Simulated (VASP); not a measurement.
**In4Ru: single point with PBE**

The system is In4Ru.

```
In Ru
1.0
     3.59584    0.00000    0.00000
     0.00000    3.59584    0.00000
     0.00000    0.00000   12.40081
In Ru
4 1
Direct
  0.00000 0.00000 0.50000
  0.00000 0.00000 0.76116
  0.00000 0.00000 0.23884
  0.00000 0.00000 0.00000
  0.50000 0.50000 0.00000
```

```
Program             : VASP 6.6.1
Task                : single point
Functional          : PBE
Potentials or basis : VASP PAW PBE potentials, release 64 (In_d, Ru_pv)
Cutoff              : 520 eV
k mesh              : 4 × 4 × 2
Occupations         : gaussian, width 0.2 eV
Spin                : no spin polarisation
```

```json
{
  "Pressure": "0.0 GPa",
  "Band gap on the k mesh": "zero (band 33 reaches 5.92 eV, above the bottom of band 34 at 4.51 eV)"
}
```

Stress tensor (GPa, compression positive):
```
 0.09  0.00  0.00
 0.00  0.09  0.00
 0.00  0.00 -0.12
```

Levels at points of the mesh, in eV from the Fermi level:
| k point | band 30 | band 31 | band 32 | band 33 | band 34 | band 35 | band 36 | band 37 |
| --- | --- | --- | --- | --- | --- | --- | --- | --- |
| (0.00, 0.00, 0.00) | -0.54 | -0.29 | -0.29 | -0.14 | 2.10 | 3.13 | 3.93 | 3.93 |
| (0.50, 0.00, 0.00) | -2.05 | -2.02 | -1.41 | -0.93 | -0.32 | 0.01 | 0.70 | 1.37 |
| (0.50, 0.50, 0.00) | -1.12 | -0.96 | -0.24 | 0.00 | 0.06 | 0.06 | 0.61 | 0.83 |
| (0.00, 0.00, 0.50) | -0.87 | -0.29 | -0.29 | -0.14 | 0.78 | 4.00 | 4.00 | 4.76 |
| (0.50, 0.00, 0.50) | -2.02 | -1.60 | -1.30 | -0.48 | -0.32 | -0.07 | 0.92 | 1.26 |
| (0.50, 0.50, 0.50) | -1.05 | -1.05 | -0.24 | -0.11 | -0.11 | 0.00 | 1.25 | 1.25 |

It took 5.9 min on 1 thread of AMD EPYC 7R43 64-Core Processor (Zen 3), on a shared host, peak memory 0.25 GiB.

Caveat: the k points lie up to 0.44 Å⁻¹ apart; spin-orbit coupling is left out, which moves the levels of the heavy elements.
